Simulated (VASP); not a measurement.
# B (I4_1/amd) in VASP: a series of runs, part 2 of 2

VASP 6.6.1.

### Step 3. Relaxation of shape and atoms at fixed volume, PBE

This run uses another cell than the first one, of 7.19 Å³/atom.

The input, INCAR:

```
PREC = Accurate
ENCUT = 600
EDIFF = 1E-6
ISMEAR = -1
SIGMA = 0.05
LREAL = F
LASPH = T
NELM = 80
ALGO = Normal
ISIF = 4
LWAVE = F
LCHARG = F
GGA = PE
IBRION = 2
NSW = 50
EDIFFG = -0.005
```

The input, KPOINTS:

```
regular mesh
0
Gamma
  21 21 21
```

The input, POSCAR:

```
B
1.0
   -2.1597595023      2.1597595023      0.7707457562
    2.1597595023     -2.1597595023      0.7707457562
    2.1597595023      2.1597595023     -0.7707457562
B
2
Direct
   -0.3750000000     -0.1250000000     -0.2500000000
    0.3750000000      0.1250000000      0.2500000000
```

Potentials or basis: VASP PAW PBE potentials, release 64 (B).

Run with:

```console
> cat potpaw_PBE.64/B/POTCAR > POTCAR
> mpirun -np 1 vasp_std > vasp.out
```

OUTCAR:

```text
PREC = Accurate
   ENCUT = 600
   EDIFF = 1E-6
   ISMEAR = -1
   LREAL = F
   LASPH = T
   NELM = 80
   ISIF = 4
   GGA = PE
   IBRION = 2
   NSW = 50
   EDIFFG = -0.005

 ion  position               nearest neighbor table
   1  0.625  0.875  0.750-
   2  0.375  0.125  0.250-

  LATTYP: Found a body centered tetragonal cell.
 ALAT       =     4.3195190046
 C/A-ratio  =     0.3568664730

  Lattice vectors:

 A1 = (  -2.1597595023,   2.1597595023,   0.7707457562)
 A2 = (   2.1597595023,  -2.1597595023,   0.7707457562)
 A3 = (   2.1597595023,   2.1597595023,  -0.7707457562)

Analysis of symmetry for initial positions (statically):
=====================================================================
 Subroutine PRICEL returns:
 Original cell was already a primitive cell.

 Routine SETGRP: Setting up the symmetry group for a
 body centered tetragonal supercell.

 Subroutine GETGRP returns: Found 16 space group operations
 (whereof  4 operations were pure point group operations)
 out of a pool of 16 trial point group operations.

The static configuration has the point symmetry C_2h.
 The point group associated with its full space group is D_4h.

Analysis of symmetry for dynamics (positions and initial velocities):
=====================================================================
 Subroutine PRICEL returns:
 Original cell was already a primitive cell.

 Routine SETGRP: Setting up the symmetry group for a
 body centered tetragonal supercell.

 Subroutine GETGRP returns: Found 16 space group operations
 (whereof  4 operations were pure point group operations)
 out of a pool of 16 trial point group operations.

The dynamic configuration has the point symmetry C_2h.
 The point group associated with its full space group is D_4h.

 Subroutine INISYM returns: Found 16 space group operations
 (whereof  4 operations are pure point group operations),
 and found     1 'primitive' translations

----------------------------------------------------------------------------------------

                                     Primitive cell

  volume of cell :      14.3808

  direct lattice vectors                    reciprocal lattice vectors
    -2.159759502  2.159759502  0.770745756     0.000000000  0.231507258  0.648722352
     2.159759502 -2.159759502  0.770745756     0.231507258  0.000000000  0.648722352
     2.159759502  2.159759502 -0.770745756     0.231507258  0.231507258  0.000000000

  length of vectors
     3.150106544  3.150106544  3.150106544     0.688793366  0.688793366  0.327400704

  position of ions in fractional coordinates (direct lattice)
     0.625000000  0.875000000  0.750000000
     0.375000000  0.125000000  0.250000000

  ion indices of the primitive-cell ions
   primitive index   ion index
                 1           1
                 2           2

----------------------------------------------------------------------------------------

 KPOINTS: regular mesh

[... 56 lines left out ...]
   NGXF,Y,Z  is equivalent  to a cutoff of  29.55, 29.55, 29.55 a.u.
 SYSTEM =  unknown system
   PREC   = accura    normal or accurate (medium, high low for compatibility)
   ISTART =      0    job   : 0-new  1-cont  2-samecut
   ICHARG =      2    charge: 1-file 2-atom 10-const
   ISPIN  =      1    spin polarized calculation?
   LNONCOLLINEAR =      F non collinear calculations
   LSORBIT =      F    spin-orbit coupling
   LASPH  =      T    aspherical Exc in radial PAW
   ENCUT  =  600.0 eV  44.10 Ry    6.64 a.u.   6.29  6.29  6.29*2*pi/ulx,y,z
   NELM   =     80;   NELMIN=  2; NELMDL= -5     # of ELM steps
   EDIFF  = 0.1E-05   stopping-criterion for ELM
   LREAL  =      F    real-space projection
   EDIFFG = -.5E-02   stopping-criterion for IOM
   NSW    =     50    number of steps for IOM
   IBRION =      2    ionic relax: 0-MD 1-quasi-New 2-CG
   NFREE  =      1    steps in history (QN), initial steepest desc. (CG)
   ISIF   =      4    stress and relaxation
   ISYM   =      2    0-nonsym 1-usesym 2-fastsym
   POTIM  = 0.5000    time-step for ionic-motion
   TEBEG  =    0.0;   TEEND  =   0.0 temperature during run
   PSTRESS=    0.0 pullay stress
   NELECT =       6.0000    total number of electrons
   NUPDOWN=      -1.0000    fix difference up-down
   EMIN   =  10.00;   EMAX   =-10.00  energy-range for DOS
   EFERMI =   0.00;   METHOD = LEGACY
   ISMEAR =    -1;   SIGMA  =   0.05  broadening in eV -4-tet -1-fermi 0-gaus
   EFERMI_NEDOS =   21; number of points for ismear=-14 and -15
   IALGO  =     38    algorithm
   IMIX   =      4    mixing-type and parameters
     AMIX     =   0.40;   BMIX     =  1.00
     AMIX_MAG =   1.60;   BMIX_MAG =  1.00
  volume/ion in A,a.u.               =       7.19        48.52
  Fermi-wavevector in a.u.,A,eV,Ry     =   1.223295  2.311693 20.360454  1.496451
  Thomas-Fermi vector in A             =   2.358411
   LORBIT       =      0    0 simple, 1 ext, 2 COOP (PROOUT), +10 PAW based schemes
   GGA     = PE    functional components
   LHFCALC =     F    Hartree Fock is set to
   AEXX    =    0.0000 exact exchange contribution
   IVDW    =     0    specifies the selected vdW correction
   LEPSILON=     F    determine dielectric tensor
   LRPA    =     F    only Hartree local field effects (RPA)
 conjugate gradient relaxation of ions
 non-spin polarized calculation
  energy-cutoff  :      600.00
  volume of cell :       14.38
 maximum number of plane-waves:       501
 NGX is ok and might be reduce to    28
   NGX = 13   NGY = 13   NGZ = 13

--------------------------------------- Ionic step        1  -------------------------------------------

 number of electron       6.0000000 magnetization

 Free energy of the ion-electron system (eV)
  ---------------------------------------------------
  ext. energy  EPLUGINS =         0.00000000
  ---------------------------------------------------
  free energy    TOTEN  =       -11.37293229 eV

  energy without entropy =      -11.36949772  energy(sigma->0) =      -11.37121500

------------------------ aborting loop because EDIFF is reached ----------------------------------------

  FORCE on cell =-STRESS in cart. coord.  units (eV):
  Direction    XX          YY          ZZ          XY          YZ          ZX
  --------------------------------------------------------------------------------------
  -------------------------------------------------------------------------------------
  Total        0.6296549      0.6296549      4.9328809      0.0000000     -0.0000000      0.0000000
  in kB       70.1505780     70.1505780    549.5779448      0.0000000     -0.0000000      0.0000000
  external PRESSURE =     229.9597003 kB  Pullay stress =       0.0000000 kB
[... 89 lines left out ...]
  FREE ENERGIE OF THE ION-ELECTRON SYSTEM (eV)
  ---------------------------------------------------
  free  energy   TOTEN  =       -11.4404571906 eV

  energy  without entropy=      -11.4375528105  energy(sigma->0) =      -11.43900500

[... ionic steps 4 to 13 ...]

--------------------------------------- Ionic step       14  -------------------------------------------

 number of electron       6.0000000 magnetization

------------------------ aborting loop because EDIFF is reached ----------------------------------------
[... 67 lines left out ...]
--------------------------------------- Ionic step       16  -------------------------------------------

 number of electron       6.0000000 magnetization

 Free energy of the ion-electron system (eV)
  ---------------------------------------------------
  ext. energy  EPLUGINS =         0.00000000
  ---------------------------------------------------
  free energy    TOTEN  =       -11.44045811 eV

  energy without entropy =      -11.43755246  energy(sigma->0) =      -11.43900528

 E-fermi :   7.2611     XC(G=0): -11.9274

 val. band max:        7.2587621086   @ k =   0.1429   0.1429   0.0000
 cond. band min:       7.2875025838   @ k =  -0.2857   0.1429   0.0476
 fundamental gap:      0.0287404752
 Fermi energy:         7.2610737931

 k-point     1 :       0.0000    0.0000    0.0000
  band No.  band energies     occupation
      1      -8.8222      2.00000
      2       2.4853      2.00000
      3       2.4853      2.00000
      4       4.8054      2.00000
      5      12.2632      0.00000
      6      13.8121      0.00000
      7      13.8121      0.00000
[... 221 lines left out ...]
 k-point    24 :      -0.3810    0.0476    0.0000
  band No.  band energies     occupation
      1      -3.0891      2.00000
      2       2.9559      2.00000
      3       6.8169      1.99972
      4      11.4240      0.00000
      5      12.3417      0.00000
      6      16.8655      0.00000
      7      18.8819      0.00000

 [... further k-points ...]
[... 5 lines left out ...]
  --------------------------------------------------------------------------------------
  -------------------------------------------------------------------------------------
  Total        0.8181097      0.8181097      0.8057804      0.0000000      0.0000000      0.0000000
  in kB       91.1465450     91.1465450     89.7729238      0.0000000      0.0000000      0.0000000
  external PRESSURE =      90.6886713 kB  Pullay stress =       0.0000000 kB
[... 17 lines left out ...]
  FREE ENERGIE OF THE ION-ELECTRON SYSTEM (eV)
  ---------------------------------------------------
  free  energy   TOTEN  =       -11.4404581079 eV

  energy  without entropy=      -11.4375524580  energy(sigma->0) =      -11.43900528

 reached required accuracy - stopping structural energy minimisation
```

It took 9.3 min on 1 thread of Intel Xeon 8259CL, shared host; peak memory 0.22 GiB.

What came out:

```
Free energy               : -11.4405 eV
Energy gained by relaxing : 33.8 meV/atom
Ionic steps               : 16
Pressure after relaxing   : 9.1 GPa
Band gap on the k mesh    : zero (bands 3 and 4 overlap by 13.31 eV)
```

Stress tensor (GPa, compression positive):
```
9.11 0.00 0.00
0.00 9.11 0.00
0.00 0.00 8.98
```

The path:
```csv
step,energy change (eV),largest force (eV/Å),pressure (GPa),volume (Å³)
1,0.0000,0.0000,23.00,14.38
2,0.0130,0.0000,-3.54,14.38
3,-0.0675,0.0000,9.05,14.38
4,-0.0675,0.0000,9.30,14.38
5,-0.0675,0.0000,9.29,14.38
6,-0.0675,0.0000,9.27,14.38
7,-0.0675,0.0000,9.28,14.38
8,-0.0675,0.0000,9.28,14.38
9,-0.0675,0.0000,9.27,14.38
10,-0.0675,0.0000,9.27,14.38
11,-0.0675,0.0000,9.27,14.38
12,-0.0675,0.0000,9.26,14.38
13,-0.0675,0.0000,9.25,14.38
14,-0.0675,0.0000,9.22,14.38
15,-0.0675,0.0000,9.16,14.38
16,-0.0675,0.0000,9.07,14.38
```

Final structure:
```yaml
crystal:
  lattice:
    - [-2.12551, 2.12551, 0.79578]
    - [2.12551, -2.12551, 0.79578]
    - [2.12551, 2.12551, -0.79578]
  atoms:
    - { symbol: B, position: [0.62500, 0.87500, 0.75000] }
    - { symbol: B, position: [0.37500, 0.12500, 0.25000] }
```

The gap in the log of VASP goes by the Fermi energy; the results here count the filled bands.